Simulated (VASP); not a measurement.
LiF2:

```
CELL_PARAMETERS angstrom
3.16993 0.00000 0.00000
-1.58497 2.74524 0.00000
0.00000 0.00000 5.17650
ATOMIC_POSITIONS crystal
Li 0.33333 0.66667 0.00000
F 0.33333 0.66667 0.37500
F 0.66667 0.33333 0.87500
```

| Item | Value |
| --- | --- |
| Program | VASP 6.6.1 |
| Task | relaxation of cell and atoms |
| Functional | PBE |
| Potentials or basis | VASP PAW PBE potentials, release 64 (Li_sv, F) |
| Cutoff | 600 eV |
| k mesh | 6 × 6 × 4 |
| Occupations | gaussian, width 0.1 eV |
| Spin | no spin polarisation |

At the start: pressure -3.2 GPa; volume 15.02 Å³/atom.

Question: Where does the relaxation end?

Answer: Over 16 steps the energy falls by 151.8 meV/atom and the volume is 12.13 Å³/atom (-19.2 %); space group P-6m2 (No. 187, to 0.05 Å).

The path:
```csv
step,energy change (eV),largest force (eV/Å),pressure (GPa),volume (Å³)
1,0.0000,0.6952,-3.20,45.05
2,-0.0729,0.5351,-2.25,43.12
3,-0.1522,0.4707,1.36,38.56
4,-0.1865,0.2944,0.92,38.70
5,-0.2560,0.0973,-0.42,39.04
6,-0.3414,0.2846,-2.57,39.45
7,-0.3605,0.4914,-1.75,38.46
8,-0.3606,0.4596,-1.84,38.53
9,-0.3863,0.4151,-1.37,37.76
10,-0.4352,0.2103,0.57,35.49
11,-0.4375,0.1735,1.79,34.50
12,-0.4385,0.1818,1.31,34.86
13,-0.4483,0.1312,0.83,35.37
14,-0.4535,0.1581,0.18,36.18
15,-0.4535,0.1509,0.24,36.10
16,-0.4555,0.0208,-0.08,36.39
```

Final structure:
```cif
data_structure
_symmetry_space_group_name_H-M 'P 1'
_symmetry_Int_Tables_number 1
_cell_length_a 3.3341
_cell_length_b 3.3341
_cell_length_c 3.7796
_cell_angle_alpha 90.000
_cell_angle_beta 90.000
_cell_angle_gamma 120.000
_cell_volume 36.39
loop_
_atom_site_label
_atom_site_type_symbol
_atom_site_fract_x
_atom_site_fract_y
_atom_site_fract_z
_atom_site_occupancy
Li1 Li 0.33333 0.66667 0.91520 1
F1 F 0.33333 0.66667 0.41599 1
F2 F 0.66667 0.33333 0.91882 1
```

Caveat: the k points lie up to 0.42 Å⁻¹ apart in the final cell; the cutoff is under 1.25 times the usual one of these potentials, so pressure, stress and relaxed cells hold a basis-set (Pulay) error; the volume moved by over 15 % at a fixed basis, so the end points are rough; an odd number of electrons without spin polarisation forces a metal; a magnetic or distorted state may lie lower.
